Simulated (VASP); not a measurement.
Co: single point with PBEsol

The system is Co.

```xyz
2
Lattice="2.5074 0.0000 0.0000 -1.2537 2.1715 0.0000 0.0000 0.0000 4.0699" Properties=species:S:1:pos:R:3 pbc="T T T"
Co    0.0000    1.4476    1.0175
Co    1.2537    0.7238    3.0524
```

```
Program                : VASP 6.6.1
Task                   : single point
Functional             : PBEsol
Potentials or basis    : VASP PAW PBE potentials, release 64 (Co)
Cutoff                 : 520 eV
k mesh                 : 8 × 8 × 5
Occupations            : fermi-dirac, width 0.1 eV
Spin                   : collinear spin, ferromagnetic start
Starting moments       : [1.8, 1.8] μB
Dipole correction      : no
Further INCAR settings : ALGO = Normal; EDIFF = 1e-06; NBANDS = 20
```

| Item | Value |
| --- | --- |
| Pressure | -13.6 GPa |
| Net moment | 3.31 μB per cell |
| Site moments | Co +1.67 μB |
| Valence electrons inside the program's atomic spheres | Co 8.23 |

Stress tensor (GPa, compression positive):
```
-13.24   0.00   0.00
  0.00 -13.24   0.00
  0.00   0.00 -14.36
```

Levels at points of the mesh, in eV from the Fermi level:
Spin up:
| k point | band 7 | band 8 | band 9 | band 10 | band 11 | band 12 | band 13 | band 14 | band 15 | band 16 |
| --- | --- | --- | --- | --- | --- | --- | --- | --- | --- | --- |
| (0.00, 0.00, 0.00) | -2.26 | -1.92 | -1.92 | -0.86 | -0.86 | -0.16 | 6.09 | 21.80 | 24.16 | 24.16 |
| (0.50, 0.00, 0.00) | -2.18 | -0.72 | -0.65 | -0.58 | 1.23 | 3.19 | 9.45 | 10.06 | 12.49 | 13.61 |
Spin down:
| k point | band 3 | band 4 | band 5 | band 6 | band 7 | band 8 | band 9 | band 10 | band 11 | band 12 |
| --- | --- | --- | --- | --- | --- | --- | --- | --- | --- | --- |
| (0.00, 0.00, 0.00) | -0.96 | -0.90 | -0.90 | -0.55 | -0.55 | -0.15 | -0.12 | -0.12 | 1.05 | 1.05 |
| (0.50, 0.00, 0.00) | -3.12 | -1.77 | -1.04 | -0.98 | -0.59 | 1.19 | 1.29 | 1.35 | 2.50 | 4.21 |

Wall time 60 s on 1 thread of Intel Xeon 8259CL, with other jobs on the host, peak memory 0.15 GiB.

Caveat: the k points lie up to 0.36 Å⁻¹ apart; the PAW data sets were made with another functional, which shifts forces and pressure a little.
